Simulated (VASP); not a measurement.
# BaTiO3 (P4mm) in VASP: single point with r2SCAN

Aim: the single point of BaTiO3 with r2SCAN.

Everything below comes from runs of VASP 6.6.1. Logs are shortened: lines on timing, memory, paths and dates and some standing lists are left out, and cuts for length are marked.

## 1. The cell of the first run

The structure is tetragonal, space group P4mm (No. 99). Conventional cell: a = 3.972 Å, b = 3.972 Å, c = 4.113 Å, α = 90.00°, β = 90.00°, γ = 90.00°. Within 3.7 Å of Ba (site symmetry 4mm) lie 12 O at 2.79 to 2.92 Å and 8 Ti at 3.44 to 3.53 Å. Ti (site symmetry 4mm) has 6 O at 1.82 to 2.29 Å within 2.4 Å. O (site symmetry 4mm) has 2 Ti at 1.82 to 2.29 Å within 2.4 Å. O (site symmetry 2mm) has 2 Ti at 1.99 Å within 2.6 Å.

## 2. Single point, r2SCAN

Input file POSCAR:

```
BaTiO3
1.0
    3.9722427384      0.0000000000      0.0000000000
    0.0000000000      3.9722427384      0.0000000000
    0.0000000000      0.0000000000      4.1127570244
Ba Ti O
1 1 3
Direct
    0.0000000000      0.0000000000     -0.0044104994
    0.5000000000      0.5000000000      0.4774906557
    0.5000000000      0.5000000000      0.0346021842
    0.5000000000      0.0000000000      0.5176588298
    0.0000000000      0.5000000000      0.5176588298
```

Input file INCAR.step1:

```
PREC = Accurate ; ENCUT = 520
ISMEAR = 0 ; SIGMA = 0.01
LREAL = False ; LASPH = True
NELM = 60 ; NBANDS = 28
GGA = PE ; ALGO = Normal
EDIFF = 1E-4 ; LWAVE = True
LCHARG = False
```

Input file INCAR.step2:

```
PREC = Accurate ; ENCUT = 520
EDIFF = 1E-7 ; ISMEAR = 0
SIGMA = 0.01 ; LREAL = False
LASPH = True ; NELM = 60
ALGO = Normal ; ISIF = 2
LWAVE = False ; LCHARG = False
METAGGA = R2SCAN ; LMIXTAU = True
NBANDS = 28 ; ISTART = 1
```

Input file KPOINTS:

```
regular mesh
0
Gamma
  8 8 8
```

Potentials or basis: VASP PAW PBE potentials, release 64 (Ba_sv, Ti_sv, O).

Started as:

```console
$ cat potpaw_PBE.64/Ba_sv/POTCAR potpaw_PBE.64/Ti_sv/POTCAR potpaw_PBE.64/O/POTCAR > POTCAR
$ cp INCAR.step1 INCAR
$ mpirun -np 1 vasp_std > vasp.out
$ cp INCAR.step2 INCAR
$ mpirun -np 1 vasp_std > vasp.out
```

OUTCAR:

```text
PREC = Accurate
   ENCUT = 520
   EDIFF = 1E-7
   ISMEAR = 0
   LREAL = False
   LASPH = True
   NELM = 60
   ISIF = 2
   METAGGA = R2SCAN
   ISTART = 1

 ion  position               nearest neighbor table
   1  0.000  0.000  0.996-   4 2.79   5 2.79   5 2.79   4 2.79   3 2.81   3 2.81   3 2.81   3 2.81
                             4 2.92   5 2.92   5 2.92   4 2.92   2 3.44   2 3.44   2 3.44   2 3.44
   2  0.500  0.500  0.477-   3 1.82   4 1.99   5 1.99   4 1.99   5 1.99   3 2.29   1 3.44   1 3.44
                             1 3.44   1 3.44   1 3.53   1 3.53   1 3.53   1 3.53
   3  0.500  0.500  0.035-   2 1.82   2 2.29   1 2.81   1 2.81   1 2.81   1 2.81
   4  0.500  0.000  0.518-   2 1.99   2 1.99   1 2.79   1 2.79   1 2.92   1 2.92
   5  0.000  0.500  0.518-   2 1.99   2 1.99   1 2.79   1 2.79   1 2.92   1 2.92

  LATTYP: Found a simple tetragonal cell.
 ALAT       =     3.9722427384
 C/A-ratio  =     1.0353740431

  Lattice vectors:

 A1 = (   3.9722427384,   0.0000000000,   0.0000000000)
 A2 = (   0.0000000000,   3.9722427384,   0.0000000000)
 A3 = (   0.0000000000,   0.0000000000,   4.1127570244)

Analysis of symmetry for initial positions (statically):
=====================================================================
 Subroutine PRICEL returns:
 Original cell was already a primitive cell.

 Routine SETGRP: Setting up the symmetry group for a
 simple tetragonal supercell.

 Subroutine GETGRP returns: Found  8 space group operations
 (whereof  8 operations were pure point group operations)
 out of a pool of 16 trial point group operations.

The static configuration has the point symmetry C_4v.

Analysis of symmetry for dynamics (positions and initial velocities):
=====================================================================
 Subroutine PRICEL returns:
 Original cell was already a primitive cell.

 Routine SETGRP: Setting up the symmetry group for a
 simple tetragonal supercell.

 Subroutine GETGRP returns: Found  8 space group operations
 (whereof  8 operations were pure point group operations)
 out of a pool of 16 trial point group operations.

The dynamic configuration has the point symmetry C_4v.

 Subroutine INISYM returns: Found  8 space group operations
 (whereof  8 operations are pure point group operations),
 and found     1 'primitive' translations

----------------------------------------------------------------------------------------

                                     Primitive cell

  volume of cell :      64.8940

  direct lattice vectors                    reciprocal lattice vectors
     3.972242738  0.000000000  0.000000000     0.251746951  0.000000000  0.000000000
     0.000000000  3.972242738  0.000000000     0.000000000  0.251746951  0.000000000
     0.000000000  0.000000000  4.112757024     0.000000000  0.000000000  0.243145898

  length of vectors
     3.972242738  3.972242738  4.112757024     0.251746951  0.251746951  0.243145898

  position of ions in fractional coordinates (direct lattice)
     0.000000000  0.000000000  0.995589501
     0.500000000  0.500000000  0.477490656
     0.500000000  0.500000000  0.034602184
     0.500000000  0.000000000  0.517658830
     0.000000000  0.500000000  0.517658830

  ion indices of the primitive-cell ions
   primitive index   ion index
                 1           1
                 2           2
                 3           3
                 4           4
                 5           5

----------------------------------------------------------------------------------------

 KPOINTS: regular mesh

Automatic generation of k-mesh.
 Grid dimensions read from file:
 generate k-points for:    8    8    8

 Generating k-lattice:

  Cartesian coordinates                     Fractional coordinates (reciprocal lattice)
     0.031468369  0.000000000  0.000000000     0.125000000  0.000000000  0.000000000
     0.000000000  0.031468369  0.000000000     0.000000000  0.125000000  0.000000000
     0.000000000  0.000000000  0.030393237     0.000000000  0.000000000  0.125000000

  Length of vectors
     0.031468369  0.031468369  0.030393237

  Shift w.r.t. Gamma in fractional coordinates (k-lattice)
     0.000000000  0.000000000  0.000000000

 Subroutine IBZKPT returns following result:
 ===========================================

 Found     75 irreducible k-points:

 Following reciprocal coordinates:
            Coordinates               Weight
  0.000000  0.000000  0.000000      1.000000
  0.125000  0.000000  0.000000      4.000000
  0.250000  0.000000  0.000000      4.000000
  0.375000  0.000000  0.000000      4.000000
  0.500000  0.000000  0.000000      2.000000
  0.125000  0.125000  0.000000      4.000000
[... 16 lines left out ...]
  0.375000  0.125000  0.125000     16.000000
  0.500000  0.125000  0.125000      8.000000
 [... further k-points ...]
   k-points           NKPTS =     75   k-points in BZ     NKDIM =     75   number of bands    NBANDS=     28
   number of dos      NEDOS =    301   number of ions     NIONS =      5
   total plane-waves  NPLWV =  28800
   dimension x,y,z NGX =    30 NGY =   30 NGZ =   32
   dimension x,y,z NGXF=    60 NGYF=   60 NGZF=   64
   ions per type =               1   1   3
   NGX,Y,Z   is equivalent  to a cutoff of  12.56, 12.56, 12.94 a.u.
   NGXF,Y,Z  is equivalent  to a cutoff of  25.11, 25.11, 25.87 a.u.
 SYSTEM =  unknown system
   PREC   = accura    normal or accurate (medium, high low for compatibility)
   ISTART =      1    job   : 0-new  1-cont  2-samecut
   ICHARG =      0    charge: 1-file 2-atom 10-const
   ISPIN  =      1    spin polarized calculation?
   LNONCOLLINEAR =      F non collinear calculations
   LSORBIT =      F    spin-orbit coupling
   LASPH  =      T    aspherical Exc in radial PAW
   ENCUT  =  520.0 eV  38.22 Ry    6.18 a.u.   7.39  7.39  7.65*2*pi/ulx,y,z
   NELM   =     60;   NELMIN=  2; NELMDL=  0     # of ELM steps
   EDIFF  = 0.1E-06   stopping-criterion for ELM
   LREAL  =      F    real-space projection
   EDIFFG = 0.1E-05   stopping-criterion for IOM
   NSW    =      0    number of steps for IOM
   IBRION =     -1    ionic relax: 0-MD 1-quasi-New 2-CG
   NFREE  =      0    steps in history (QN), initial steepest desc. (CG)
   ISIF   =      2    stress and relaxation
   ISYM   =      2    0-nonsym 1-usesym 2-fastsym
   POTIM  = 0.5000    time-step for ionic-motion
   TEBEG  =    0.0;   TEEND  =   0.0 temperature during run
   PSTRESS=    0.0 pullay stress
   NELECT =      40.0000    total number of electrons
   NUPDOWN=      -1.0000    fix difference up-down
   EMIN   =  10.00;   EMAX   =-10.00  energy-range for DOS
   EFERMI =   0.00;   METHOD = LEGACY
   ISMEAR =     0;   SIGMA  =   0.01  broadening in eV -4-tet -1-fermi 0-gaus
   EFERMI_NEDOS =   21; number of points for ismear=-14 and -15
   IALGO  =     38    algorithm
   IMIX   =      4    mixing-type and parameters
     AMIX     =   0.40;   BMIX     =  1.00
     AMIX_MAG =   1.60;   BMIX_MAG =  1.00
  volume/ion in A,a.u.               =      12.98        87.59
  Fermi-wavevector in a.u.,A,eV,Ry     =   1.393242  2.632846 26.410593  1.941124
  Thomas-Fermi vector in A             =   2.516907
   LORBIT       =      0    0 simple, 1 ext, 2 COOP (PROOUT), +10 PAW based schemes
   METAGGA = R2SCAN    functional components
   LHFCALC =     F    Hartree Fock is set to
   AEXX    =    0.0000 exact exchange contribution
   IVDW    =     0    specifies the selected vdW correction
   LEPSILON=     F    determine dielectric tensor
   LRPA    =     F    only Hartree local field effects (RPA)
 non-spin polarized calculation
 Gauss-broadening in eV      SIGMA  =   0.01
  energy-cutoff  :      520.00
  volume of cell :       64.89
 maximum number of plane-waves:      1779
 NGX is ok and might be reduce to    30
   NGX = 15   NGY = 15   NGZ = 15

 number of electron      39.9999984 magnetization

 Free energy of the ion-electron system (eV)
  ---------------------------------------------------
  ext. energy  EPLUGINS =         0.00000000
  ---------------------------------------------------
  free energy    TOTEN  =       -74.25936510 eV

  energy without entropy =      -74.25936510  energy(sigma->0) =      -74.25936510

 E-fermi :   3.7331     XC(G=0): -11.8324

 val. band max:        3.5993050053   @ k =   0.5000   0.5000   0.5000
 cond. band min:       5.8094492551   @ k =   0.0000   0.0000   0.0000
 fundamental gap:      2.2101442498
 Fermi energy:         3.7331236579

 k-point     1 :       0.0000    0.0000    0.0000
  band No.  band energies     occupation
      1     -55.2035      2.00000
      2     -30.4719      2.00000
      3     -30.3578      2.00000
      4     -30.3578      2.00000
      5     -22.1101      2.00000
      6     -14.3949      2.00000
[... 20 lines left out ...]
     27       9.2137      0.00000
     28      11.5381      0.00000

 k-point     2 :       0.1250    0.0000    0.0000
  band No.  band energies     occupation
      1     -55.2033      2.00000
      2     -30.4715      2.00000
      3     -30.3672      2.00000
      4     -30.3575      2.00000
      5     -22.0913      2.00000
      6     -14.4030      2.00000
[... 20 lines left out ...]
     27       9.5171      0.00000
     28      11.9154      0.00000

 k-point     3 :       0.2500    0.0000    0.0000
  band No.  band energies     occupation
      1     -55.2028      2.00000
      2     -30.4707      2.00000
      3     -30.3896      2.00000
      4     -30.3567      2.00000
      5     -22.0454      2.00000
      6     -14.4681      2.00000
[... 20 lines left out ...]
     27      10.2819      0.00000
     28      12.3856      0.00000

 k-point     4 :       0.3750    0.0000    0.0000
  band No.  band energies     occupation
      1     -55.2024      2.00000
      2     -30.4698      2.00000
      3     -30.4120      2.00000
      4     -30.3559      2.00000
      5     -21.9985      2.00000
      6     -14.5720      2.00000
[... 578 lines left out ...]
     27      10.6808      0.00000
     28      12.4146      0.00000

 k-point    23 :       0.3750    0.1250    0.1250
  band No.  band energies     occupation
      1     -55.2021      2.00000
      2     -30.4756      2.00000
      3     -30.4112      2.00000
      4     -30.3649      2.00000
      5     -21.9761      2.00000
      6     -14.4543      2.00000
[... 20 lines left out ...]
     27      11.5875      0.00000
     28      12.6823      0.00000

 k-point    24 :       0.5000    0.1250    0.1250
  band No.  band energies     occupation
      1     -55.2019      2.00000
      2     -30.4752      2.00000
      3     -30.4203      2.00000
      4     -30.3646      2.00000
      5     -21.9583      2.00000
      6     -14.4891      2.00000
[... 20 lines left out ...]
     27      12.0024      0.00000
     28      12.8210      0.00000

 [... further k-points ...]
[... 5 lines left out ...]
  --------------------------------------------------------------------------------------
  -------------------------------------------------------------------------------------
  Total        0.7557241      0.7557241      0.8228220      0.0000000     -0.0000000      0.0000000
  in kB       18.6581786     18.6581786     20.3147690      0.0000000     -0.0000000      0.0000000
  external PRESSURE =      19.2103754 kB  Pullay stress =       0.0000000 kB

 VOLUME and BASIS-vectors are now :
 -----------------------------------------------------------------------------
  energy-cutoff  :      520.00
  volume of cell :       64.89
      direct lattice vectors                 reciprocal lattice vectors
     3.972242738  0.000000000  0.000000000     0.251746951  0.000000000  0.000000000
     0.000000000  3.972242738  0.000000000     0.000000000  0.251746951  0.000000000
     0.000000000  0.000000000  4.112757024     0.000000000  0.000000000  0.243145898

 POSITION                                       TOTAL-FORCE (eV/Angst)
 -----------------------------------------------------------------------------------
      0.00000      0.00000      4.09462         0.000000      0.000000      0.030179
      1.98612      1.98612      1.96380         0.000000     -0.000000      0.164600
      1.98612      1.98612      0.14231         0.000000      0.000000     -0.158980
      1.98612      0.00000      2.12900         0.000000      0.000000     -0.017900
      0.00000      1.98612      2.12900         0.000000     -0.000000     -0.017900
 -----------------------------------------------------------------------------------
    total drift:                               -0.000000      0.000000     -0.005474

  FREE ENERGIE OF THE ION-ELECTRON SYSTEM (eV)
  ---------------------------------------------------
  free  energy   TOTEN  =       -74.2593651022 eV

  energy  without entropy=      -74.2593651022  energy(sigma->0) =      -74.25936510
```

Wall time 11 min (1 thread of Intel Xeon Platinum 8175M at 2.50GHz (Skylake/Cascade Lake), shared host); peak memory 0.27 GiB.

Results:

```yaml
Free_energy: -74.2594 eV
Pressure: 1.9 GPa
Largest_force: 0.165 eV/Å
Band_gap_on_the_k_mesh: 2.21 eV (least direct gap 2.71 eV)
```

Forces on the atoms (eV/Å):
```
Ba   0.000  0.000  0.030
Ti   0.000  0.000  0.165
O    0.000  0.000 -0.159
O    0.000  0.000 -0.018
O    0.000  0.000 -0.018
```

Stress tensor (GPa, compression positive):
```
1.87 0.00 0.00
0.00 1.87 0.00
0.00 0.00 2.03
```

Levels at points of the mesh, in eV from the valence-band top:
```csv
k point,band 17,band 18,band 19,band 20,band 21,band 22,band 23,band 24
"(0.00, 0.00, 0.00)",-1.32,-0.73,-0.50,-0.50,2.21,2.69,2.69,4.38
"(0.50, 0.00, 0.00)",-1.95,-1.72,-1.41,-1.22,2.79,3.90,3.98,4.46
"(0.50, 0.50, 0.00)",-2.02,-1.13,-1.13,-0.07,4.01,4.01,4.39,4.77
"(0.00, 0.00, 0.50)",-2.05,-2.03,-0.77,-0.77,2.34,3.90,3.90,4.37
"(0.50, 0.00, 0.50)",-1.87,-1.10,-1.04,-0.42,3.92,3.94,4.25,5.25
"(0.50, 0.50, 0.50)",-2.60,-0.34,-0.34,0.00,4.50,4.50,4.59,6.83
```

Caveat: the PAW data sets were made with another functional, which shifts forces and pressure a little; spin-orbit coupling is left out, which moves the levels of the heavy elements. A k mesh can miss the band edges.
